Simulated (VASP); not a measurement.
Fe3Co, 4 atoms in the cell. Symmetry: P4/mmm, No. 123, tetragonal system. Conventional cell: a = 4.024 Å, b = 4.024 Å, c = 2.828 Å, α = 90.00°, β = 90.00°, γ = 90.00°. Fe (site symmetry 4/mmm) has 10 Fe at 2.46 to 2.83 Å and 4 Co at 2.85 Å within 3.2 Å. Fe (site symmetry mmm) has 10 Fe at 2.46 to 2.85 Å and 4 Co at 2.46 Å within 3.2 Å. Co (site symmetry 4/mmm) has 12 Fe at 2.46 to 2.85 Å and 2 Co at 2.83 Å within 3.2 Å. 

| Property | Result |
| --- | --- |
| Program | VASP 6.6.1 |
| Task | single point |
| Functional | PBEsol |
| Dispersion | D3(BJ) |
| Potentials or basis | VASP PAW PBE potentials, release 64 (Fe, Co) |
| Cutoff | 600 eV |
| k mesh | 5 × 5 × 7 |
| Occupations | fermi-dirac, width 0.15 eV |
| Spin | collinear spin, ferromagnetic start |
| Starting moments | [3.5, 3.5, 3.5, 2.5] μB |
| Dipole correction | no |
| Further INCAR settings | ALGO = Normal; EDIFF = 1e-06; NBANDS = 28 |

Potentials or basis: VASP PAW PBE potentials, release 64 (Fe, Co).

The run is started by

```bash
$ cat potpaw_PBE.64/Fe/POTCAR potpaw_PBE.64/Co/POTCAR > POTCAR
$ mpirun -np 1 vasp_std > vasp.out
```

Hardware: 1 thread of AMD EPYC 7R13 Processor (Zen 3), with other jobs on the host.

Question: How long does it take, and how much memory?

Answer: Wall time 67 s on 1 thread of AMD EPYC 7R13 Processor (Zen 3), on a shared host, peak memory 0.2 GiB. Counts: scf iterations 19, k points 24.
